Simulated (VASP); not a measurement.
# PdRh in VASP: further runs, part 2 of 2

VASP 6.6.1. The steps go on from the part before.

## Step 3: Single point, PBEsol

This run uses another cell than the first one.

INCAR reads:

```
ALGO = Normal ; DIPOL = 0.5 0.5 0.500
EDIFF = 1E-6 ; ENCUT = 400
GGA = PS ; GGA_COMPAT = F
IDIPOL = 3 ; ISIF = 2
ISMEAR = 1 ; LASPH = T
LCHARG = F ; LDIPOL = T
LREAL = F ; LWAVE = F
NBANDS = 33 ; NELM = 120
NELMDL = -8 ; PREC = Accurate
SIGMA = 0.02
```

KPOINTS reads:

```
k-points
0
Gamma
  7 7 1
```

POSCAR reads:

```
PdRh
1.0
    2.7584302894      0.0000000000      0.0000000000
   -1.3792151447      2.3888707052      0.0000000000
    0.0000000000      0.0000000000     14.7428694348
Pd Rh
2 2
Direct
    0.0000000000      0.0000000000      0.2713176032
    0.6666666667      0.3333333333      0.5762274656
    0.3333333333      0.6666666667      0.4237725344
    1.0000000000      1.0000000000      0.7286823968
```

Potentials or basis: VASP PAW PBE potentials, release 64 (Pd, Rh_pv).

The run is started by

```sh
$ cat potpaw_PBE.64/Pd/POTCAR potpaw_PBE.64/Rh_pv/POTCAR > POTCAR
$ mpirun -np 1 vasp_std > vasp.out
```

OUTCAR:

```text
EDIFF = 1E-6
   ENCUT = 400
   GGA = PS
   ISIF = 2
   ISMEAR = 1
   LASPH = T
   LREAL = F
   NELM = 120
   NELMDL = -8
   PREC = Accurate

 ion  position               nearest neighbor table
   1  0.000  0.000  0.271-   3 2.75   3 2.75   3 2.75
   2  0.667  0.333  0.576-   3 2.75   4 2.75   3 2.75   4 2.75   4 2.75   3 2.75
   3  0.333  0.667  0.424-   1 2.75   2 2.75   2 2.75   1 2.75   1 2.75   2 2.75
   4  0.000  0.000  0.729-   2 2.75   2 2.75   2 2.75

  LATTYP: Found a hexagonal cell.
 ALAT       =     2.7584302894
 C/A-ratio  =     5.3446590590

  Lattice vectors:

 A1 = (   2.7584302894,   0.0000000000,   0.0000000000)
 A2 = (  -1.3792151447,   2.3888707052,   0.0000000000)
 A3 = (   0.0000000000,   0.0000000000,  14.7428694348)

Analysis of symmetry for initial positions (statically):
=====================================================================
 Subroutine PRICEL returns:
 Original cell was already a primitive cell.

 Routine SETGRP: Setting up the symmetry group for a
 hexagonal supercell.

 Subroutine GETGRP returns: Found  6 space group operations
 (whereof  6 operations were pure point group operations)
 out of a pool of 24 trial point group operations.

The static configuration has the point symmetry C_3v.

Analysis of symmetry for dynamics (positions and initial velocities):
=====================================================================
 Subroutine PRICEL returns:
 Original cell was already a primitive cell.

 Routine SETGRP: Setting up the symmetry group for a
 hexagonal supercell.

 Subroutine GETGRP returns: Found  6 space group operations
 (whereof  6 operations were pure point group operations)
 out of a pool of 24 trial point group operations.

The dynamic configuration has the point symmetry C_3v.

 Subroutine INISYM returns: Found  6 space group operations
 (whereof  6 operations are pure point group operations),
 and found     1 'primitive' translations
[... 106 lines left out ...]
   LORBIT       =      0    0 simple, 1 ext, 2 COOP (PROOUT), +10 PAW based schemes
   GGA     = PS    functional components
   LHFCALC =     F    Hartree Fock is set to
   AEXX    =    0.0000 exact exchange contribution
   IVDW    =     0    specifies the selected vdW correction
   LEPSILON=     F    determine dielectric tensor
   LRPA    =     F    only Hartree local field effects (RPA)
 non-spin polarized calculation
 Methfessel and Paxton  Order N= 1 SIGMA  =   0.02
  energy-cutoff  :      400.00
  volume of cell :       97.15
 maximum number of plane-waves:      1795
 NGX is ok and might be reduce to    18
   NGX =  9   NGY =  9   NGZ = 49

 dipolmoment           0.000000      0.000000     -0.000434 electrons x Angstroem

 number of electron      49.9999972 magnetization

 dipolmoment           0.000000      0.000000      0.008995 electrons x Angstroem

 Free energy of the ion-electron system (eV)
  ---------------------------------------------------
  ext. energy  EPLUGINS =         0.00000000
  ---------------------------------------------------
  free energy    TOTEN  =       -26.07386568 eV

  energy without entropy =      -26.07346072  energy(sigma->0) =      -26.07373069

 E-fermi :   4.1373     XC(G=0):  -9.3047

 val. band max:        4.1364141754   @ k =   0.4286   0.1429   0.0000
 cond. band min:       4.1472584853   @ k =   0.1429   0.1429   0.0000
 fundamental gap:      0.0108443099
 Fermi energy:         4.1373111047

 k-point     1 :       0.0000    0.0000    0.0000
  band No.  band energies     occupation
      1     -42.1660      2.00000
      2     -41.9114      2.00000
      3     -41.9114      2.00000
      4     -41.6815      2.00000
      5     -41.5638      2.00000
      6     -41.5638      2.00000
[... 277 lines left out ...]
     32      12.4434      0.00000
     33      12.9290      0.00000

------------------------ aborting loop because EDIFF is reached ----------------------------------------

 vacuum level on the upper side and lower side of the slab       (xc-potential included)        -0.996        -1.074

  FORCE on cell =-STRESS in cart. coord.  units (eV):
  Direction    XX          YY          ZZ          XY          YZ          ZX
  --------------------------------------------------------------------------------------
  -------------------------------------------------------------------------------------
  Total       -6.7581226     -6.7581226     -4.9330281      0.0000000      0.0000000      0.0000000
  in kB     -111.4551068   -111.4551068    -81.3556084      0.0000000      0.0000000      0.0000000
  external PRESSURE =    -101.4219407 kB  Pullay stress =       0.0000000 kB

 VOLUME and BASIS-vectors are now :
 -----------------------------------------------------------------------------
  energy-cutoff  :      400.00
  volume of cell :       97.15
      direct lattice vectors                 reciprocal lattice vectors
     2.758430289  0.000000000  0.000000000     0.362525022  0.209303919  0.000000000
    -1.379215145  2.388870705  0.000000000     0.000000000  0.418607838  0.000000000
     0.000000000  0.000000000 14.742869435     0.000000000  0.000000000  0.067829401

 POSITION                                       TOTAL-FORCE (eV/Angst)
 -----------------------------------------------------------------------------------
      0.00000      0.00000      4.00000         0.000000      0.000000      0.445840
      1.37922      0.79629      8.49525         0.000000      0.000000     -0.042093
     -0.00000      1.59258      6.24762        -0.000000      0.000000      0.381285
      0.00000      0.00000     10.74287        -0.000000     -0.000000     -0.785032
 -----------------------------------------------------------------------------------
    total drift:                                0.000000     -0.000000      0.000671

  FREE ENERGIE OF THE ION-ELECTRON SYSTEM (eV)
  ---------------------------------------------------
  free  energy   TOTEN  =       -26.0738656819 eV

  energy  without entropy=      -26.0734607183  energy(sigma->0) =      -26.07373069

 vacuum level on the upper side and lower side of the slab         8.308         8.177
```

Wall time 50 s (1 thread of AMD EPYC 7R43 (Zen 3), shared host); peak memory 0.14 GiB.

Results:

```
Free energy            : -26.0739 eV
Largest force          : 0.785 eV/Å
Band gap on the k mesh : zero (bands 25 and 26 overlap by 1.52 eV)
```

Forces in eV/Å, atoms in the order of the input:
```
Pd   0.000  0.000  0.446
Pd   0.000  0.000 -0.042
Rh   0.000  0.000  0.381
Rh   0.000  0.000 -0.785
```

Levels at points of the mesh, in eV from the Fermi level:
| k point | band 22 | band 23 | band 24 | band 25 | band 26 | band 27 | band 28 | band 29 |
| --- | --- | --- | --- | --- | --- | --- | --- | --- |
| (0.00, 0.00, 0.00) | -1.26 | -1.26 | -0.91 | -0.91 | -0.12 | -0.12 | 0.24 | 0.24 |

Caveat: the k points lie up to 0.38 Å⁻¹ apart, too coarse for converged energies and pressures of a metal; the PAW data sets were made with another functional, which shifts forces and pressure a little.
